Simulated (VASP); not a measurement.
A run of VASP 6.6.1 is set up as follows.

File INCAR:

```
SYSTEM = ScPd3
  ALGO = Normal
  EDIFF = 1E-6
  ENCUT = 500
  GGA = PS
  GGA_COMPAT = .False.
  ISIF = 2
  ISMEAR = 0
  LASPH = .True.
  LCHARG = .True.
  LELF = .True.
  LREAL = .False.
  LVHAR = .True.
  LWAVE = .False.
  NBANDS = 28
  NELM = 120
  PREC = Accurate
  SIGMA = 0.025
```

Contents of KPOINTS:

```
Automatic mesh
0
Gamma
  4 4 4
  0.5 0.5 0.5
```

The input POSCAR:

```
ScPd3
1.0
    3.9820000000      0.0000000000      0.0000000000
    0.0000000000      3.9820000000      0.0000000000
    0.0000000000      0.0000000000      3.9820000000
Sc Pd
1 3
Direct
    0.0000000000      0.0000000000      0.0000000000
    0.0000000000      0.5000000000      0.5000000000
    0.5000000000      0.0000000000      0.5000000000
    0.5000000000      0.5000000000      0.0000000000
```

Potentials or basis: VASP PAW PBE potentials, release 64 (Sc_sv, Pd).

The run is started by

```bash
$ cat potpaw_PBE.64/Sc_sv/POTCAR potpaw_PBE.64/Pd/POTCAR > POTCAR
$ mpirun -np 1 vasp_std > vasp.out
```

Estimate the pressure.

-5.0 GPa.

Caveat: the k points lie up to 0.39 Å⁻¹ apart; the PAW data sets were made with another functional, which shifts forces and pressure a little.
